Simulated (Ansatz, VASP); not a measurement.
# One calculation of Al8N, two programs

The input INCAR:

```
SYSTEM = Al8N
  PREC = Accurate
  ENCUT = 520
  EDIFF = 1E-7
  ISMEAR = 0
  SIGMA = 0.1
  LREAL = .False.
  LASPH = .True.
  NELM = 100
  ALGO = Normal
  ISIF = 2
  LWAVE = .False.
  LCHARG = .True.
  LDIPOL = .True.
  IDIPOL = 3
  DIPOL = 0.5 0.5 0.398
  GGA = PE
  LELF = .True.
  LVHAR = .True.
  LVACPOTAV = .True.
  NBANDS = 24
```

File KPOINTS:

```
regular mesh
0
Gamma
  9 9 1
  0 0 0
```

POSCAR

```
Al8N
1.0
    2.8543223330      0.0000000000      0.0000000000
   -1.4271611665      2.4719156510      0.0000000000
    0.0000000000      0.0000000000     33.4760593533
Al N
8 1
Direct
    0.3333333333      0.6666666667      0.1194883770
    0.0000000000      0.0000000000      0.1895622803
    0.6666666667      0.3333333333      0.2596361837
    0.0000000000      0.0000000000      0.3297100869
    0.3333333333      0.6666666667      0.3992195594
    0.0000000000      0.0000000000      0.4696536480
    0.6666666667      0.3333333333      0.5400996810
    0.0000000000      0.0000000000      0.6116627748
    0.3333333333     -0.3333333333      0.6621466141
```

Input for Ansatz:

```yaml
crystal:
  lattice:
    - [2.854322333, 0.0, 0.0]
    - [-1.4271611665, 2.471915651, 0.0]
    - [0.0, 0.0, 33.4760593533]
  atoms:
    - { symbol: Al, position: [0.3333333333, 0.6666666667, 0.119488377] }
    - { symbol: Al, position: [0.0, 0.0, 0.1895622803] }
    - { symbol: Al, position: [0.6666666667, 0.3333333333, 0.2596361837] }
    - { symbol: Al, position: [0.0, 0.0, 0.3297100869] }
    - { symbol: Al, position: [0.3333333333, 0.6666666667, 0.3992195594] }
    - { symbol: Al, position: [0.0, 0.0, 0.469653648] }
    - { symbol: Al, position: [0.6666666667, 0.3333333333, 0.540099681] }
    - { symbol: Al, position: [0.0, 0.0, 0.6116627748] }
    - { symbol: "N", position: [0.3333333333, -0.3333333333, 0.6621466141] }
basis:
  ecutwfc: 420
kpoints:
  mp_grid: { grid: [9, 9, 1] }
hamiltonian:
  xc: pbe
scf:
  occupations: { method: gaussian, width: 0.1 }
output:
  forces: true
  eigenvalues: true
efield:
  axis: 3
  dipole_correction: true
  ramp_width: 0.04
```

Alike in both runs: task single point; functional PBE; k mesh 9 × 9 × 1; occupations gaussian, width 0.1 eV; no spin polarisation.

|  | VASP | Ansatz |
| --- | --- | --- |
| version | VASP 6.6.1 | Ansatz 0.2.0 |
| potentials or method | VASP PAW PBE potentials, release 64 (Al, N), cutoff 520 eV | scalar-relativistic, plane waves, PAW |
| valence electrons in the cell | 29 | 29 |

VASP gave:

- gap on the k mesh at the Fermi level (eV): none
- rms of the force components (eV/Å): 0.934
- work function, face that differs most (eV): 4.08

Problem. Estimate Ansatz's values.

Solution. gap on the k mesh at the Fermi level (eV): none; rms of the force components (eV/Å): 0.936; work function, face that differs most (eV): 4.09.

Atom by atom the forces differ by 0.003 eV/Å (rms over components). A gap of «none» marks a metal or a gap that the smearing closes. With one functional, cell and mesh, what is left measures potentials, basis and numerics.
